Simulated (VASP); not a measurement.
# Sb (P6_3/mmc) in VASP: a series of runs

Runs on Sb. Level: PBEsol. Tasks: single point.

Program: VASP 6.6.1. These are calculated values, not measurements. Logs are shortened: lines on timing, memory, paths and dates and some standing lists are left out, and cuts for length are marked.

### Step 1. The cell of the first run

Symmetry: P6_3/mmc, No. 194, hexagonal system. Conventional cell: a = 3.413 Å, b = 3.413 Å, c = 5.400 Å, α = 90.00°, β = 90.00°, γ = 120.00°. Sb (site symmetry -6m2) has 12 Sb at 3.34 to 3.41 Å within 4.4 Å.

### Step 2. Single point, PBEsol (volume scaled by 1.04)

Input file INCAR:

```
PREC = Accurate
ENCUT = 520
EDIFF = 1E-6
ISMEAR = -1
SIGMA = 0.05
LREAL = False
LASPH = True
NELM = 100
ALGO = Normal
ISIF = 2
LWAVE = False
LCHARG = True
GGA = PS
LELF = True
LVHAR = True
NBANDS = 12
```

Input file KPOINTS:

```
regular mesh
0
Gamma
  12 12 7
```

Input file POSCAR:

```
Sb
1.0
    3.4133342133      0.0000000000      0.0000000000
   -1.7066671067      2.9560341404      0.0000000000
    0.0000000000      0.0000000000      5.4001396224
Sb
2
Direct
    0.3333333333      0.6666666667      0.2500000000
    0.6666666667      0.3333333333      0.7500000000
```

Potentials or basis: VASP PAW PBE potentials, release 64 (Sb).

Started as:

```bash
$ cat potpaw_PBE.64/Sb/POTCAR > POTCAR
$ mpirun -np 1 vasp_std > vasp.out
```

OUTCAR:

```text
PREC = Accurate
   ENCUT = 520
   EDIFF = 1E-6
   ISMEAR = -1
   LREAL = False
   LASPH = True
   NELM = 100
   ISIF = 2
   GGA = PS

 ion  position               nearest neighbor table
   1  0.333  0.667  0.250-   2 3.34   2 3.34   2 3.34   2 3.34   2 3.34   2 3.34
   2  0.667  0.333  0.750-   1 3.34   1 3.34   1 3.34   1 3.34   1 3.34   1 3.34

  LATTYP: Found a hexagonal cell.
 ALAT       =     3.4133342133
 C/A-ratio  =     1.5820717471

  Lattice vectors:

 A1 = (   3.4133342133,   0.0000000000,   0.0000000000)
 A2 = (  -1.7066671067,   2.9560341404,   0.0000000000)
 A3 = (   0.0000000000,   0.0000000000,   5.4001396224)

Analysis of symmetry for initial positions (statically):
[... 35 lines left out ...]
                                     Primitive cell

  volume of cell :      54.4870

  direct lattice vectors                    reciprocal lattice vectors
     3.413334213  0.000000000  0.000000000     0.292968674  0.169145543  0.000000000
    -1.706667107  2.956034140  0.000000000     0.000000000  0.338291086  0.000000000
     0.000000000  0.000000000  5.400139622     0.000000000  0.000000000  0.185180397

  length of vectors
     3.413334213  3.413334213  5.400139622     0.338291086  0.338291086  0.185180397

  position of ions in fractional coordinates (direct lattice)
     0.333333333  0.666666667  0.250000000
     0.666666667  0.333333333  0.750000000

  ion indices of the primitive-cell ions
   primitive index   ion index
                 1           1
                 2           2

----------------------------------------------------------------------------------------

 KPOINTS: regular mesh

Automatic generation of k-mesh.
 Grid dimensions read from file:
 generate k-points for:   12   12    7

 Generating k-lattice:

  Cartesian coordinates                     Fractional coordinates (reciprocal lattice)
     0.024414056  0.014095462  0.000000000     0.083333333  0.000000000  0.000000000
     0.000000000  0.028190924  0.000000000     0.000000000  0.083333333  0.000000000
     0.000000000  0.000000000  0.026454342     0.000000000  0.000000000  0.142857143

  Length of vectors
     0.028190924  0.028190924  0.026454342

  Shift w.r.t. Gamma in fractional coordinates (k-lattice)
     0.000000000  0.000000000  0.000000000

 Subroutine IBZKPT returns following result:
 ===========================================

 Found     76 irreducible k-points:

 Following reciprocal coordinates:
            Coordinates               Weight
  0.000000  0.000000  0.000000      1.000000
  0.083333  0.000000  0.000000      6.000000
  0.166667  0.000000  0.000000      6.000000
  0.250000  0.000000  0.000000      6.000000
  0.333333  0.000000  0.000000      6.000000
  0.416667  0.000000  0.000000      6.000000
[... 16 lines left out ...]
  0.250000  0.000000  0.142857     12.000000
  0.333333  0.000000  0.142857     12.000000
 [... further k-points ...]
   k-points           NKPTS =     76   k-points in BZ     NKDIM =     76   number of bands    NBANDS=     12
   number of dos      NEDOS =    301   number of ions     NIONS =      2
   total plane-waves  NPLWV =  31360
   dimension x,y,z NGX =    28 NGY =   28 NGZ =   40
   dimension x,y,z NGXF=    56 NGYF=   56 NGZF=   80
   ions per type =               2
   NGX,Y,Z   is equivalent  to a cutoff of  13.64, 13.64, 12.31 a.u.
   NGXF,Y,Z  is equivalent  to a cutoff of  27.27, 27.27, 24.63 a.u.
 SYSTEM =  unknown system
   PREC   = accura    normal or accurate (medium, high low for compatibility)
   ISTART =      0    job   : 0-new  1-cont  2-samecut
   ICHARG =      2    charge: 1-file 2-atom 10-const
   ISPIN  =      1    spin polarized calculation?
   LNONCOLLINEAR =      F non collinear calculations
   LSORBIT =      F    spin-orbit coupling
   LASPH  =      T    aspherical Exc in radial PAW
   ENCUT  =  520.0 eV  38.22 Ry    6.18 a.u.   6.35  6.35 10.04*2*pi/ulx,y,z
   NELM   =    100;   NELMIN=  2; NELMDL= -5     # of ELM steps
   EDIFF  = 0.1E-05   stopping-criterion for ELM
   LREAL  =      F    real-space projection
   EDIFFG = 0.1E-04   stopping-criterion for IOM
   NSW    =      0    number of steps for IOM
   IBRION =     -1    ionic relax: 0-MD 1-quasi-New 2-CG
   NFREE  =      0    steps in history (QN), initial steepest desc. (CG)
   ISIF   =      2    stress and relaxation
   ISYM   =      2    0-nonsym 1-usesym 2-fastsym
   POTIM  = 0.5000    time-step for ionic-motion
   TEBEG  =    0.0;   TEEND  =   0.0 temperature during run
   PSTRESS=    0.0 pullay stress
   NELECT =      10.0000    total number of electrons
   NUPDOWN=      -1.0000    fix difference up-down
   EMIN   =  10.00;   EMAX   =-10.00  energy-range for DOS
   EFERMI =   0.00;   METHOD = LEGACY
   ISMEAR =    -1;   SIGMA  =   0.05  broadening in eV -4-tet -1-fermi 0-gaus
   EFERMI_NEDOS =   21; number of points for ismear=-14 and -15
   IALGO  =     38    algorithm
   IMIX   =      4    mixing-type and parameters
     AMIX     =   0.40;   BMIX     =  1.00
     AMIX_MAG =   1.60;   BMIX_MAG =  1.00
  volume/ion in A,a.u.               =      27.24       183.85
  Fermi-wavevector in a.u.,A,eV,Ry     =   0.930344  1.758096 11.776396  0.865541
  Thomas-Fermi vector in A             =   2.056723
   LORBIT       =      0    0 simple, 1 ext, 2 COOP (PROOUT), +10 PAW based schemes
   GGA     = PS    functional components
   LHFCALC =     F    Hartree Fock is set to
   AEXX    =    0.0000 exact exchange contribution
   IVDW    =     0    specifies the selected vdW correction
   LEPSILON=     F    determine dielectric tensor
   LRPA    =     F    only Hartree local field effects (RPA)
 non-spin polarized calculation
  energy-cutoff  :      520.00
  volume of cell :       54.49
 maximum number of plane-waves:      1484
 NGX is ok and might be reduce to    28
   NGX = 13   NGY = 13   NGZ = 21

 number of electron      10.0000000 magnetization

 Free energy of the ion-electron system (eV)
  ---------------------------------------------------
  ext. energy  EPLUGINS =         0.00000000
  ---------------------------------------------------
  free energy    TOTEN  =        -8.66229717 eV

  energy without entropy =       -8.65206054  energy(sigma->0) =       -8.65717886

 E-fermi :   8.2544     XC(G=0): -10.2815

 val. band max:        8.2294322842   @ k =   0.1667   0.0000   0.0000
 cond. band min:       8.2565058430   @ k =   0.3333   0.2500   0.0000
 fundamental gap:      0.0270735589
 Fermi energy:         8.2543656991

 k-point     1 :       0.0000    0.0000    0.0000
  band No.  band energies     occupation
      1      -4.6250      2.00000
      2      -0.6313      2.00000
      3       2.5251      2.00000
      4      11.3963      0.00000
      5      11.3963      0.00000
      6      13.1097      0.00000
      7      13.1097      0.00000
      8      13.9624      0.00000
      9      15.4675      0.00000
     10      16.9937      0.00000
     11      17.9830      0.00000
     12      17.9830      0.00000

 k-point     2 :       0.0833    0.0000    0.0000
  band No.  band energies     occupation
      1      -4.5074      2.00000
      2      -0.5321      2.00000
      3       2.6485      2.00000
      4      10.2521      0.00000
      5      10.9687      0.00000
      6      12.4993      0.00000
      7      13.2296      0.00000
      8      13.7567      0.00000
      9      15.9463      0.00000
     10      16.7094      0.00000
     11      18.0292      0.00000
     12      18.5993      0.00000

 k-point     3 :       0.1667    0.0000    0.0000
  band No.  band energies     occupation
      1      -4.1562      2.00000
      2      -0.2444      2.00000
      3       3.0157      2.00000
      4       8.2294      1.24429
      5      10.1791      0.00000
      6      11.0855      0.00000
      7      13.0294      0.00000
      8      13.1195      0.00000
      9      14.8149      0.00000
     10      17.3649      0.00000
     11      17.7734      0.00000
     12      18.5772      0.00000

 k-point     4 :       0.2500    0.0000    0.0000
  band No.  band energies     occupation
      1      -3.5783      2.00000
      2       0.1868      2.00000
      3       3.6160      2.00000
      4       6.2368      2.00000
      5       9.3952      0.00000
      6       9.4280      0.00000
      7      11.7641      0.00000
      8      12.7042      0.00000
      9      13.7361      0.00000
     10      16.5644      0.00000
     11      17.5341      0.00000
     12      17.9587      0.00000

 k-point     5 :       0.3333    0.0000    0.0000
  band No.  band energies     occupation
      1      -2.7934      2.00000
      2       0.6011      2.00000
      3       4.4228      2.00000
      4       4.6293      2.00000
      5       7.6986      1.99997
      6       8.8438      0.00002
      7      10.2637      0.00000
      8      12.2573      0.00000
      9      13.0116      0.00000
     10      16.0438      0.00000
     11      17.1250      0.00000
     12      17.5140      0.00000
[... 228 lines left out ...]
      1      -4.4022      2.00000
      2      -1.0475      2.00000
      3       3.3718      2.00000
      4      10.3446      0.00000
      5      11.0576      0.00000
      6      12.2866      0.00000
      7      12.9931      0.00000
      8      13.0901      0.00000
      9      15.9104      0.00000
     10      16.7527      0.00000
     11      17.7921      0.00000
     12      17.8749      0.00000

 k-point    22 :       0.1667    0.0000    0.1429
  band No.  band energies     occupation
      1      -4.0515      2.00000
      2      -0.7394      2.00000
      3       3.7047      2.00000
      4       8.3417      0.29700
      5      10.2786      0.00000
      6      10.7522      0.00000
      7      12.6472      0.00000
      8      12.8794      0.00000
      9      14.8636      0.00000
     10      17.0110      0.00000
     11      17.2625      0.00000
     12      18.3625      0.00000

 k-point    23 :       0.2500    0.0000    0.1429
  band No.  band energies     occupation
      1      -3.4746      2.00000
      2      -0.2621      2.00000
      3       4.1905      2.00000
      4       6.4163      2.00000
      5       8.9611      0.00000
      6       9.5337      0.00000
      7      11.8556      0.00000
      8      12.4107      0.00000
      9      13.9124      0.00000
     10      15.9595      0.00000
     11      17.0048      0.00000
     12      18.3572      0.00000

 k-point    24 :       0.3333    0.0000    0.1429
  band No.  band energies     occupation
      1      -2.6921      2.00000
      2       0.2645      2.00000
      3       4.1586      2.00000
      4       5.5275      2.00000
      5       7.2048      2.00000
      6       8.9526      0.00000
      7      10.6962      0.00000
      8      11.9448      0.00000
      9      13.1734      0.00000
     10      15.3312      0.00000
     11      17.1314      0.00000
     12      17.9682      0.00000

 [... further k-points ...]
[... 5 lines left out ...]
  --------------------------------------------------------------------------------------
  -------------------------------------------------------------------------------------
  Total       -0.7703950     -0.7703950     -1.1646258      0.0000000      0.0000000     -0.0000000
  in kB      -22.6532628    -22.6532628    -34.2455186      0.0000000      0.0000000     -0.0000000
  external PRESSURE =     -26.5173481 kB  Pullay stress =       0.0000000 kB

 VOLUME and BASIS-vectors are now :
 -----------------------------------------------------------------------------
  energy-cutoff  :      520.00
  volume of cell :       54.49
      direct lattice vectors                 reciprocal lattice vectors
     3.413334213  0.000000000  0.000000000     0.292968674  0.169145543  0.000000000
    -1.706667107  2.956034140  0.000000000     0.000000000  0.338291086  0.000000000
     0.000000000  0.000000000  5.400139622     0.000000000  0.000000000  0.185180397

 POSITION                                       TOTAL-FORCE (eV/Angst)
 -----------------------------------------------------------------------------------
     -0.00000      1.97069      1.35003         0.000000      0.000000      0.000000
      1.70667      0.98534      4.05010        -0.000000     -0.000000      0.000000
 -----------------------------------------------------------------------------------
    total drift:                               -0.000000      0.000000      0.000000

  FREE ENERGIE OF THE ION-ELECTRON SYSTEM (eV)
  ---------------------------------------------------
  free  energy   TOTEN  =        -8.6622971724 eV

  energy  without entropy=       -8.6520605379  energy(sigma->0) =       -8.65717886
```

It took 12 s on 1 thread of Intel Xeon 6975P-C (Granite Rapids), shared host; peak memory 0.2 GiB.

What came out:

```yaml
Free_energy: -8.6623 eV
Pressure: -2.7 GPa
Band_gap_on_the_k_mesh: zero (band 5 reaches 12.05 eV, above the bottom of band 6 at 5.43 eV)
```

Stress tensor (GPa, compression positive):
```
-2.27  0.00  0.00
 0.00 -2.27  0.00
 0.00  0.00 -3.42
```

Caveat: the PAW data sets were made with another functional, which shifts forces and pressure a little; spin-orbit coupling is left out, which moves the levels of the heavy elements.

### Step 3. Single point, PBEsol (volume scaled by 0.96)

Input file INCAR:

```
PREC = Accurate
ENCUT = 520
EDIFF = 1E-6
ISMEAR = -1
SIGMA = 0.05
LREAL = F
LASPH = T
NELM = 60
ALGO = Normal
ISIF = 2
LWAVE = F
LCHARG = T
GGA = PS
LELF = T
LVHAR = T
NBANDS = 12
```

KPOINTS is that of step 2.

Input file POSCAR:

```
Sb
1.0
    3.3234675684      0.0000000000      0.0000000000
   -1.6617337843      2.8782073429      0.0000000000
    0.0000000000      0.0000000000      5.2579641425
Sb
2
Direct
    0.3333333333      0.6666666667      0.2500000000
    0.6666666667      0.3333333333      0.7500000000
```

Potentials or basis: VASP PAW PBE potentials, release 64 (Sb).

Started as:

```bash
$ cat potpaw_PBE.64/Sb/POTCAR > POTCAR
$ mpirun -np 1 vasp_std > vasp.out
```

Wall time 13 s (1 thread of Intel Xeon 6975P-C (Granite Rapids), shared host); peak memory 0.19 GiB.

Results (log left out):

- Free energy: -8.6640 eV
- Pressure: 2.9 GPa
- Band gap on the k mesh: zero (band 5 reaches 13.54 eV, above the bottom of band 6 at 6.19 eV)

Stress tensor (GPa, compression positive):
```
3.30 0.00 0.00
0.00 3.30 0.00
0.00 0.00 2.04
```

Levels at points of the mesh, in eV from the Fermi level:
| k point | band 3 | band 4 | band 5 | band 6 | band 7 | band 8 |
| --- | --- | --- | --- | --- | --- | --- |
| (0.00, 0.00, 0.00) | -6.25 | 3.49 | 3.49 | 5.37 | 5.37 | 6.40 |
| (0.50, 0.00, 0.00) | -4.32 | -3.02 | -2.55 | -0.29 | 0.09 | 3.97 |

Caveat: the PAW data sets were made with another functional, which shifts forces and pressure a little; spin-orbit coupling is left out, which moves the levels of the heavy elements.

### Step 4. Single point, PBEsol (volume scaled by 0.98)

Input file INCAR:

```
ALGO = Normal
EDIFF = 1E-7
ENCUT = 520
GGA = PS
ISIF = 2
ISMEAR = -1
LASPH = True
LCHARG = True
LELF = True
LREAL = False
LVHAR = True
LWAVE = False
NBANDS = 12
NELM = 100
PREC = Accurate
SIGMA = 0.05
```

Input file KPOINTS:

```
k-points
0
Gamma
  12 12 7
```

Input file POSCAR:

```
Sb
1.0
    3.3463887588      0.0000000000      0.0000000000
   -1.6731943794      2.8980576760      0.0000000000
    0.0000000000      0.0000000000      5.2942271101
Sb
2
Direct
    0.3333333333      0.6666666667      0.2500000000
    0.6666666667      0.3333333333      0.7500000000
```

Started as:

```bash
$ cat potpaw_PBE.64/Sb/POTCAR > POTCAR
$ mpirun -np 1 vasp_std > vasp.out
```

It took 16 s on 1 thread of Intel Xeon 6975P-C (Granite Rapids), shared host; peak memory 0.19 GiB.

The run converged. Its results:

| Quantity | Value |
| --- | --- |
| Free energy | -8.6776 eV |
| Pressure | 1.3 GPa |
| Band gap on the k mesh | zero (band 5 reaches 13.15 eV, above the bottom of band 6 at 5.99 eV) |

Stress tensor (GPa, compression positive):
```
1.71 0.00 0.00
0.00 1.71 0.00
0.00 0.00 0.44
```

Levels at points of the mesh, in eV from the Fermi level:
| k point | band 3 | band 4 | band 5 | band 6 | band 7 | band 8 |
| --- | --- | --- | --- | --- | --- | --- |
| (0.00, 0.00, 0.00) | -6.11 | 3.40 | 3.40 | 5.24 | 5.24 | 6.22 |
| (0.50, 0.00, 0.00) | -4.29 | -2.97 | -2.48 | -0.25 | 0.10 | 3.87 |

Caveat: the PAW data sets were made with another functional, which shifts forces and pressure a little; spin-orbit coupling is left out, which moves the levels of the heavy elements.

### Step 5. Single point, PBEsol (volume scaled by 1.02)

Input file INCAR:

```
  PREC = Accurate
  ENCUT = 520
  EDIFF = 1E-6
  ISMEAR = -1
  SIGMA = 0.05
  LREAL = F
  LASPH = T
  NELM = 60
  ALGO = Normal
  ISIF = 2
  LWAVE = F
  LCHARG = F
  GGA = PS
  NBANDS = 12
```

Input file KPOINTS:

```
Automatic mesh
0
Gamma
  12 12 7
```

Input file POSCAR:

```
Sb
1.0
    3.3913120892      0.0000000000      0.0000000000
   -1.6956560446      2.9369624214      0.0000000000
    0.0000000000      0.0000000000      5.3652990420
Sb
2
Direct
    0.3333333333      0.6666666667      0.2500000000
    0.6666666667      0.3333333333      0.7500000000
```

Started as:

```bash
$ cat potpaw_PBE.64/Sb/POTCAR > POTCAR
$ mpirun -np 1 vasp_std > vasp.out
```

Run time: 12 s. Hardware: 1 thread of Intel Xeon 6975P-C (Granite Rapids), shared host; peak memory 0.19 GiB.

Results (log left out):

- Free energy: -8.6758 eV
- Pressure: -1.5 GPa
- Band gap on the k mesh: zero (band 5 reaches 12.40 eV, above the bottom of band 6 at 5.61 eV)

Stress tensor (GPa, compression positive):
```
-1.07  0.00  0.00
 0.00 -1.07  0.00
 0.00  0.00 -2.28
```

Levels at points of the mesh, in eV from the Fermi level:
```csv
k point,band 3,band 4,band 5,band 6,band 7,band 8
"(0.00, 0.00, 0.00)",-5.85,3.23,3.23,4.98,4.98,5.87
"(0.50, 0.00, 0.00)",-4.23,-2.87,-2.37,-0.19,0.10,3.67
```

Caveat: the PAW data sets were made with another functional, which shifts forces and pressure a little; spin-orbit coupling is left out, which moves the levels of the heavy elements.

### Step 6. Overview

| cell | gap on the mesh (eV) | pressure (GPa) |
| --- | --- | --- |
| a = 3.413, b = 3.413, c = 5.400 Å, angles 90.0, 90.0, 120.0°, 2 atoms | none | -2.7 |
| a = 3.323, b = 3.323, c = 5.258 Å, angles 90.0, 90.0, 120.0°, 2 atoms | none | 2.9 |
| a = 3.346, b = 3.346, c = 5.294 Å, angles 90.0, 90.0, 120.0°, 2 atoms | none | 1.3 |
| a = 3.391, b = 3.391, c = 5.365 Å, angles 90.0, 90.0, 120.0°, 2 atoms | none | -1.5 |

Alike in all rows: task single point; level PBEsol; potentials or basis VASP PAW PBE potentials, release 64 (Sb); no spin polarisation; k mesh 12 × 12 × 7; cutoff (eV) 520; smearing fermi-dirac 0.05 eV.

Caveats: the PAW data sets were made with another functional, which shifts forces and pressure a little; spin-orbit coupling is left out, which moves the levels of the heavy elements.

Total energies depend on the potentials used, so only differences within one code and one set of settings carry meaning.
